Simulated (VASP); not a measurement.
Input of a VASP 6.6.1 run:

INCAR

```
  PREC = Accurate
  ENCUT = 520
  EDIFF = 1E-7
  ISMEAR = 0
  SIGMA = 0.1
  LREAL = F
  LASPH = T
  NELM = 100
  ALGO = Normal
  ISIF = 2
  LWAVE = F
  LCHARG = T
  GGA = PE
  LELF = T
  LVHAR = T
  NBANDS = 22
```

The input KPOINTS:

```
Automatic mesh
0
Gamma
  6 6 8
```

The input POSCAR:

```
Si2Sb
1.0
    4.2304465630     -4.3877961802      0.0000000000
    4.2304465630      4.3877961802      0.0000000000
    0.0000000000      0.0000000000      5.0238420845
Si Sb
4 2
Direct
    0.8576939384      0.8576939384      0.2500000000
    0.1423060616      0.1423060616      0.2500000000
    0.8576939384      0.8576939384      0.7500000000
    0.1423060616      0.1423060616      0.7500000000
    0.5000000000      0.0000000000      0.0000000000
    0.0000000000      0.5000000000      0.5000000000
```

Potentials or basis: VASP PAW PBE potentials, release 64 (Si, Sb).

The run is started by

```bash
$ cat potpaw_PBE.64/Si/POTCAR potpaw_PBE.64/Sb/POTCAR > POTCAR
$ mpirun -np 1 vasp_std > vasp.out
```

(1) Estimate the pressure.

(2) Estimate the band gap on the k mesh.

Results:

(1) 0.1 GPa.

(2) zero (band 13 reaches 4.47 eV, above the bottom of band 14 at 2.98 eV).

Caveat: spin-orbit coupling is left out, which moves the levels of the heavy elements.
